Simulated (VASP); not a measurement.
Set up this calculation in VASP 6.6.1, as the native input.

- Task: single point
- Functional: PBE
- Potentials or basis: VASP PAW PBE potentials, release 64 (In_d, Pd)
- Cutoff: 520 eV
- k mesh: 8 × 8 × 8
- Occupations: fermi-dirac, width 0.05 eV
- Spin: no spin polarisation
- Dipole correction: no
- Further INCAR settings: ALGO = Fast; EDIFF = 1e-06; NBANDS = 18

The structure of InPd lies in POSCAR:

```
InPd
1.0
    3.2857104707      0.0000000000      0.0000000000
    0.0000000000      3.2857104707      0.0000000000
    0.0000000000      0.0000000000      3.2857104707
In Pd
1 1
Direct
    0.0000000000      0.0000000000      0.0000000000
    0.5000000000      0.5000000000      0.5000000000
```

These files were run (other wordings do the same):

INCAR

```
ALGO = Fast
EDIFF = 1E-6
ENCUT = 520
GGA = PE
ISIF = 2
ISMEAR = -1
LASPH = True
LCHARG = True
LELF = True
LREAL = False
LVHAR = True
LWAVE = False
NBANDS = 18
NELM = 100
PREC = Accurate
SIGMA = 0.05
```

KPOINTS

```
k-points
0
Gamma
  8 8 8
```

Potentials or basis: VASP PAW PBE potentials, release 64 (In_d, Pd).

Command:

```bash
$ cat potpaw_PBE.64/In_d/POTCAR potpaw_PBE.64/Pd/POTCAR > POTCAR
$ mpirun -np 1 vasp_std > vasp.out
```

It gave:

```json
{
 "Pressure": "2.0 GPa"
}
```

It took 8.9 s on 1 thread of Intel(R) Xeon(R) 6975P-C (Granite Rapids) (shared host), peak memory 0.14 GiB.
